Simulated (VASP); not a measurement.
# SnSe in VASP: further runs

The runs below take SnSe through single point, with LDA.

All numbers are computed with VASP 6.6.1; they aren't measurements. Logs are shortened: lines on timing, memory, paths and dates and some standing lists are left out, and cuts for length are marked.

## 1. The cell of the first run

The cell holds a slab with vacuum, 4 atoms: a = 3.980 Å, b = 4.399 Å, c = 10.980 Å, α = 90.00°, β = 90.00°, γ = 90.00°.

## 2. Single point, LDA (strain -0.0500 x Voigt [1, -1, 0, 0, 0, 0])

INCAR reads:

```
SYSTEM = SnSe
PREC = Accurate ; ENCUT = 500
EDIFF = 1E-6 ; ISMEAR = 0
SIGMA = 0.05 ; LREAL = .FALSE.
LASPH = .TRUE. ; NELM = 120
ALGO = Normal ; ISIF = 2
LWAVE = .FALSE. ; LCHARG = .FALSE.
GGA = CA ; NBANDS = 28
GGA_COMPAT = .FALSE.
```

KPOINTS reads:

```
Automatic mesh
0
G
  6 6 4
  0 0 0
```

POSCAR reads:

```
SnSe
1.0
    3.9804039910      0.0000000000      0.0000000000
    0.0000000000      4.3993938848      0.0000000000
    0.0000000000      0.0000000000     10.9796229414
Sn Se
2 2
Direct
    0.5000000000      0.0000000000      0.3781633338
    0.0000000000      0.5000000000      0.6218366662
    0.5000000000      0.0000000000      0.6217782129
    0.0000000000      0.5000000000      0.3782217871
```

Potentials or basis: VASP PAW LDA potentials, release 64 (Sn_d, Se).

On the command line:

```
$ cat potpaw_LDA.64/Sn_d/POTCAR potpaw_LDA.64/Se/POTCAR > POTCAR
$ mpirun -np 1 vasp_std > vasp.out
```

OUTCAR:

```text
SYSTEM = SnSe
   PREC = Accurate
   ENCUT = 500
   EDIFF = 1E-6
   ISMEAR = 0
   LREAL = .FALSE.
   LASPH = .TRUE.
   NELM = 120
   ISIF = 2
   GGA = CA

 ion  position               nearest neighbor table
   1  0.500  0.000  0.378-   3 2.67   4 2.97   4 2.97   4 2.97   4 2.97
   2  0.000  0.500  0.622-   4 2.67   3 2.97   3 2.97   3 2.97   3 2.97
   3  0.500  0.000  0.622-   1 2.67   2 2.97   2 2.97   2 2.97   2 2.97
   4  0.000  0.500  0.378-   2 2.67   1 2.97   1 2.97   1 2.97   1 2.97

  LATTYP: Found a simple orthorhombic cell.
 ALAT       =     3.9804039910
 B/A-ratio  =     1.1052631579
 C/A-ratio  =     2.7584192374

  Lattice vectors:

 A1 = (   3.9804039910,   0.0000000000,   0.0000000000)
 A2 = (   0.0000000000,   4.3993938848,   0.0000000000)
 A3 = (   0.0000000000,   0.0000000000,  10.9796229414)

Analysis of symmetry for initial positions (statically):
=====================================================================
 Subroutine PRICEL returns:
 Original cell was already a primitive cell.

 Routine SETGRP: Setting up the symmetry group for a
 simple orthorhombic supercell.

 Subroutine GETGRP returns: Found  8 space group operations
 (whereof  4 operations were pure point group operations)
 out of a pool of  8 trial point group operations.

The static configuration has the point symmetry C_2v.
 The point group associated with its full space group is D_2h.

Analysis of symmetry for dynamics (positions and initial velocities):
=====================================================================
 Subroutine PRICEL returns:
 Original cell was already a primitive cell.

 Routine SETGRP: Setting up the symmetry group for a
 simple orthorhombic supercell.

 Subroutine GETGRP returns: Found  8 space group operations
 (whereof  4 operations were pure point group operations)
 out of a pool of  8 trial point group operations.

The dynamic configuration has the point symmetry C_2v.
 The point group associated with its full space group is D_2h.

 Subroutine INISYM returns: Found  8 space group operations
 (whereof  4 operations are pure point group operations),
 and found     1 'primitive' translations

----------------------------------------------------------------------------------------

                                     Primitive cell

  volume of cell :     192.2682

  direct lattice vectors                    reciprocal lattice vectors
     3.980403991  0.000000000  0.000000000     0.251230780  0.000000000  0.000000000
     0.000000000  4.399393885  0.000000000     0.000000000  0.227304039  0.000000000
     0.000000000  0.000000000 10.979622941     0.000000000  0.000000000  0.091077809

  length of vectors
     3.980403991  4.399393885 10.979622941     0.251230780  0.227304039  0.091077809

  position of ions in fractional coordinates (direct lattice)
     0.500000000  0.000000000  0.378163334
     0.000000000  0.500000000  0.621836666
     0.500000000  0.000000000  0.621778213
     0.000000000  0.500000000  0.378221787

  ion indices of the primitive-cell ions
   primitive index   ion index
                 1           1
                 2           2
                 3           3
                 4           4

----------------------------------------------------------------------------------------

 KPOINTS: Automatic mesh

Automatic generation of k-mesh.
 Grid dimensions read from file:
 generate k-points for:    6    6    4

 Generating k-lattice:

  Cartesian coordinates                     Fractional coordinates (reciprocal lattice)
     0.041871797  0.000000000  0.000000000     0.166666667  0.000000000  0.000000000
     0.000000000  0.037884007  0.000000000     0.000000000  0.166666667  0.000000000
     0.000000000  0.000000000  0.022769452     0.000000000  0.000000000  0.250000000

  Length of vectors
     0.041871797  0.037884007  0.022769452

  Shift w.r.t. Gamma in fractional coordinates (k-lattice)
     0.000000000  0.000000000  0.000000000

 Subroutine IBZKPT returns following result:
 ===========================================

 Found     48 irreducible k-points:

 Following reciprocal coordinates:
            Coordinates               Weight
  0.000000  0.000000  0.000000      1.000000
  0.166667  0.000000  0.000000      2.000000
  0.333333  0.000000  0.000000      2.000000
  0.500000  0.000000  0.000000      1.000000
  0.000000  0.166667  0.000000      2.000000
  0.166667  0.166667  0.000000      4.000000
[... 16 lines left out ...]
  0.333333  0.166667  0.250000      8.000000
  0.500000  0.166667  0.250000      4.000000
 [... further k-points ...]
   k-points           NKPTS =     48   k-points in BZ     NKDIM =     48   number of bands    NBANDS=     28
   number of dos      NEDOS =    301   number of ions     NIONS =      4
   total plane-waves  NPLWV =  76800
   dimension x,y,z NGX =    30 NGY =   32 NGZ =   80
   dimension x,y,z NGXF=    60 NGYF=   64 NGZF=  160
   ions per type =               2   2
   NGX,Y,Z   is equivalent  to a cutoff of  12.53, 12.09, 12.11 a.u.
   NGXF,Y,Z  is equivalent  to a cutoff of  25.06, 24.18, 24.23 a.u.
 SYSTEM =  SnSe
   PREC   = accura    normal or accurate (medium, high low for compatibility)
   ISTART =      0    job   : 0-new  1-cont  2-samecut
   ICHARG =      2    charge: 1-file 2-atom 10-const
   ISPIN  =      1    spin polarized calculation?
   LNONCOLLINEAR =      F non collinear calculations
   LSORBIT =      F    spin-orbit coupling
   LASPH  =      T    aspherical Exc in radial PAW
   ENCUT  =  500.0 eV  36.75 Ry    6.06 a.u.   7.26  8.02 20.02*2*pi/ulx,y,z
   NELM   =    120;   NELMIN=  2; NELMDL= -5     # of ELM steps
   EDIFF  = 0.1E-05   stopping-criterion for ELM
   LREAL  =      F    real-space projection
   EDIFFG = 0.1E-04   stopping-criterion for IOM
   NSW    =      0    number of steps for IOM
   IBRION =     -1    ionic relax: 0-MD 1-quasi-New 2-CG
   NFREE  =      0    steps in history (QN), initial steepest desc. (CG)
   ISIF   =      2    stress and relaxation
   ISYM   =      2    0-nonsym 1-usesym 2-fastsym
   POTIM  = 0.5000    time-step for ionic-motion
   TEBEG  =    0.0;   TEEND  =   0.0 temperature during run
   PSTRESS=    0.0 pullay stress
   NELECT =      40.0000    total number of electrons
   NUPDOWN=      -1.0000    fix difference up-down
   EMIN   =  10.00;   EMAX   =-10.00  energy-range for DOS
   EFERMI =   0.00;   METHOD = LEGACY
   ISMEAR =     0;   SIGMA  =   0.05  broadening in eV -4-tet -1-fermi 0-gaus
   EFERMI_NEDOS =   21; number of points for ismear=-14 and -15
   IALGO  =     38    algorithm
   IMIX   =      4    mixing-type and parameters
     AMIX     =   0.40;   BMIX     =  1.00
     AMIX_MAG =   1.60;   BMIX_MAG =  1.00
  volume/ion in A,a.u.               =      48.07       324.37
  Fermi-wavevector in a.u.,A,eV,Ry     =   0.970046  1.833121 12.802937  0.940989
  Thomas-Fermi vector in A             =   2.100149
   LORBIT       =      0    0 simple, 1 ext, 2 COOP (PROOUT), +10 PAW based schemes
   GGA     = CA    functional components
   LHFCALC =     F    Hartree Fock is set to
   AEXX    =    0.0000 exact exchange contribution
   IVDW    =     0    specifies the selected vdW correction
   LEPSILON=     F    determine dielectric tensor
   LRPA    =     F    only Hartree local field effects (RPA)
 non-spin polarized calculation
 Gauss-broadening in eV      SIGMA  =   0.05
  energy-cutoff  :      500.00
  volume of cell :      192.27
 maximum number of plane-waves:      4916
 NGX is ok and might be reduce to    30
   NGX = 15   NGY = 17   NGZ = 41

 number of electron      39.9999999 magnetization

 Free energy of the ion-electron system (eV)
  ---------------------------------------------------
  ext. energy  EPLUGINS =         0.00000000
  ---------------------------------------------------
  free energy    TOTEN  =       -18.43331173 eV

  energy without entropy =      -18.43331173  energy(sigma->0) =      -18.43331173

 E-fermi :   1.3312     XC(G=0):  -6.3585

 val. band max:        1.0627393222   @ k =   0.0000   0.5000   0.0000
 cond. band min:       1.8723198002   @ k =   0.5000   0.0000   0.0000
 fundamental gap:      0.8095804779
 Fermi energy:         1.3312123998

 k-point     1 :       0.0000    0.0000    0.0000
  band No.  band energies     occupation
      1     -20.2641      2.00000
      2     -20.2401      2.00000
      3     -20.2399      2.00000
      4     -20.2343      2.00000
      5     -20.2237      2.00000
      6     -20.2158      2.00000
[... 20 lines left out ...]
     27       6.5031      0.00000
     28       6.5836      0.00000

 k-point     2 :       0.1667    0.0000    0.0000
  band No.  band energies     occupation
      1     -20.2569      2.00000
      2     -20.2379      2.00000
      3     -20.2357      2.00000
      4     -20.2334      2.00000
      5     -20.2297      2.00000
      6     -20.2171      2.00000
[... 20 lines left out ...]
     27       5.9592      0.00000
     28       6.3636      0.00000

 k-point     3 :       0.3333    0.0000    0.0000
  band No.  band energies     occupation
      1     -20.2448      2.00000
      2     -20.2424      2.00000
      3     -20.2404      2.00000
      4     -20.2256      2.00000
      5     -20.2229      2.00000
      6     -20.2203      2.00000
[... 20 lines left out ...]
     27       5.7542      0.00000
     28       7.2770      0.00000

 k-point     4 :       0.5000    0.0000    0.0000
  band No.  band energies     occupation
      1     -20.2468      2.00000
      2     -20.2468      2.00000
      3     -20.2301      2.00000
      4     -20.2301      2.00000
      5     -20.2194      2.00000
      6     -20.2194      2.00000
[... 20 lines left out ...]
     27       6.7483      0.00000
     28       6.7483      0.00000

 k-point     5 :       0.0000    0.1667    0.0000
  band No.  band energies     occupation
      1     -20.2609      2.00000
      2     -20.2403      2.00000
      3     -20.2364      2.00000
      4     -20.2358      2.00000
      5     -20.2274      2.00000
      6     -20.2150      2.00000
[... 20 lines left out ...]
     27       5.9013      0.00000
     28       6.3332      0.00000

 k-point     6 :       0.1667    0.1667    0.0000
  band No.  band energies     occupation
      1     -20.2553      2.00000
      2     -20.2410      2.00000
      3     -20.2334      2.00000
      4     -20.2330      2.00000
      5     -20.2301      2.00000
      6     -20.2158      2.00000
[... 463 lines left out ...]
      5     -20.2274      2.00000
      6     -20.2150      2.00000
[... 20 lines left out ...]
     27       5.8914      0.00000
     28       6.3338      0.00000

 k-point    22 :       0.1667    0.1667    0.2500
  band No.  band energies     occupation
      1     -20.2553      2.00000
      2     -20.2409      2.00000
      3     -20.2334      2.00000
      4     -20.2330      2.00000
      5     -20.2301      2.00000
      6     -20.2158      2.00000
[... 20 lines left out ...]
     27       5.7315      0.00000
     28       7.0034      0.00000

 k-point    23 :       0.3333    0.1667    0.2500
  band No.  band energies     occupation
      1     -20.2515      2.00000
      2     -20.2495      2.00000
      3     -20.2318      2.00000
      4     -20.2234      2.00000
      5     -20.2223      2.00000
      6     -20.2175      2.00000
[... 20 lines left out ...]
     27       6.1754      0.00000
     28       6.5742      0.00000

 k-point    24 :       0.5000    0.1667    0.2500
  band No.  band energies     occupation
      1     -20.2538      2.00000
      2     -20.2538      2.00000
      3     -20.2254      2.00000
      4     -20.2254      2.00000
      5     -20.2181      2.00000
      6     -20.2181      2.00000
[... 20 lines left out ...]
     27       6.7019      0.00000
     28       6.7019      0.00000

 [... further k-points ...]
[... 5 lines left out ...]
  --------------------------------------------------------------------------------------
  -------------------------------------------------------------------------------------
  Total        1.3025952     -1.0747168     -0.0503560      0.0000000      0.0000000      0.0000000
  in kB       10.8545703     -8.9556520     -0.4196186      0.0000000      0.0000000      0.0000000
  external PRESSURE =       0.4930999 kB  Pullay stress =       0.0000000 kB

 VOLUME and BASIS-vectors are now :
 -----------------------------------------------------------------------------
  energy-cutoff  :      500.00
  volume of cell :      192.27
      direct lattice vectors                 reciprocal lattice vectors
     3.980403991  0.000000000  0.000000000     0.251230780  0.000000000  0.000000000
     0.000000000  4.399393885  0.000000000     0.000000000  0.227304039  0.000000000
     0.000000000  0.000000000 10.979622941     0.000000000  0.000000000  0.091077809

 POSITION                                       TOTAL-FORCE (eV/Angst)
 -----------------------------------------------------------------------------------
      1.99020      0.00000      4.15209         0.000000      0.000000      0.000101
      0.00000      2.19970      6.82753         0.000000      0.000000     -0.000101
      1.99020      0.00000      6.82689         0.000000      0.000000     -0.009214
      0.00000      2.19970      4.15273         0.000000      0.000000      0.009214
 -----------------------------------------------------------------------------------
    total drift:                                0.000000      0.000000     -0.000000

  FREE ENERGIE OF THE ION-ELECTRON SYSTEM (eV)
  ---------------------------------------------------
  free  energy   TOTEN  =       -18.4333117276 eV

  energy  without entropy=      -18.4333117276  energy(sigma->0) =      -18.43331173
```

Wall time 1.9 min (1 thread of AMD EPYC 9R45 (Zen 5), shared host); peak memory 0.32 GiB.

What came out:

| Property | Result |
| --- | --- |
| Free energy | -18.4333 eV |
| Largest force | 0.009 eV/Å |
| Band gap on the k mesh | 0.81 eV, indirect (least direct gap 1.40 eV) |

Forces on the atoms (eV/Å):
```
Sn   0.000  0.000  0.000
Sn   0.000  0.000  0.000
Se   0.000  0.000 -0.009
Se   0.000  0.000  0.009
```

Caveat: the cell differs from its parent crystal (strain -0.0500 x Voigt [1, -1, 0, 0, 0, 0]); spin-orbit coupling is left out, which moves the levels of the heavy elements.

## 3. Single point, LDA (strain +0.0375 x Voigt [1, -1, 0, 0, 0, 0])

INCAR reads:

```
PREC     = Accurate       # precision mode
ENCUT    = 500            # plane-wave cutoff, eV
EDIFF    = 1E-6           # SCF threshold, eV
ISMEAR   = 0              # smearing method
SIGMA    = 0.05           # smearing width, eV
LREAL    = F              # projectors in reciprocal space
LASPH    = T              # aspherical terms in the spheres
NELM     = 120            # most SCF steps
ALGO     = Normal         # electronic algorithm
ISIF     = 2              # what is computed and relaxed
LWAVE    = F              # write WAVECAR
LCHARG   = T              # write CHGCAR
GGA      = CA             # functional
LELF     = T              # ELF
LVHAR    = T            
NBANDS   = 28             # bands
GGA_COMPAT= F
```

KPOINTS reads:

```
Automatic mesh
0
Gamma
  6 6 4
```

Changes to POSCAR since step 2:

```diff
@@ -2,4 +2,4 @@
 1.0
-    3.9804039910      0.0000000000      0.0000000000
-    0.0000000000      4.3993938848      0.0000000000
+    4.3470201481      0.0000000000      0.0000000000
+    0.0000000000      4.0327777277      0.0000000000
     0.0000000000      0.0000000000     10.9796229414
```

Potentials or basis: VASP PAW LDA potentials, release 64 (Sn_d, Se).

On the command line:

```
$ cat potpaw_LDA.64/Sn_d/POTCAR potpaw_LDA.64/Se/POTCAR > POTCAR
$ mpirun -np 1 vasp_std > vasp.out
```

It took 1.8 min on 1 thread of AMD EPYC 9R45 (Zen 5), shared host; peak memory 0.33 GiB.

Results (log left out):

```
Free energy            : -18.4595 eV
Largest force          : 0.011 eV/Å
Band gap on the k mesh : 1.00 eV, indirect (least direct gap 1.42 eV)
```

Forces in eV/Å, atoms in the order of the input:
```
Sn   0.000  0.000 -0.011
Sn   0.000  0.000  0.011
Se   0.000  0.000  0.005
Se   0.000  0.000 -0.005
```

Levels at points of the mesh, in eV from the valence-band top:
```
           k point  band 16  band 17  band 18  band 19  band 20  band 21  band 22  band 23  band 24  band 25
(0.00, 0.00, 0.00)    -3.67    -2.99    -2.46    -1.76    -0.73     1.44     3.49     3.59     4.55     4.68
(0.50, 0.00, 0.00)    -2.73    -1.55    -1.55     0.00     0.00     1.65     1.65     2.18     2.18     2.62
(0.00, 0.50, 0.00)    -2.62    -2.00    -2.00    -0.54    -0.54     1.00     1.00     1.52     1.52     2.80
(0.50, 0.50, 0.00)    -5.32    -3.79    -3.79    -1.97    -1.97     3.43     3.43     4.31     4.31     5.10
(0.00, 0.00, 0.50)    -3.66    -2.99    -2.46    -1.76    -0.73     1.30     3.49     4.55     4.63     4.68
(0.50, 0.00, 0.50)    -2.73    -1.55    -1.55     0.00     0.00     1.65     1.65     2.18     2.18     2.56
(0.00, 0.50, 0.50)    -2.62    -2.00    -2.00    -0.54    -0.54     1.00     1.00     1.52     1.52     2.74
(0.50, 0.50, 0.50)    -5.32    -3.79    -3.79    -1.97    -1.97     3.40     3.40     4.35     4.35     5.07
```

Caveat: the cell differs from its parent crystal (strain +0.0375 x Voigt [1, -1, 0, 0, 0, 0]); spin-orbit coupling is left out, which moves the levels of the heavy elements.

(Continued in part 2 of 3.)
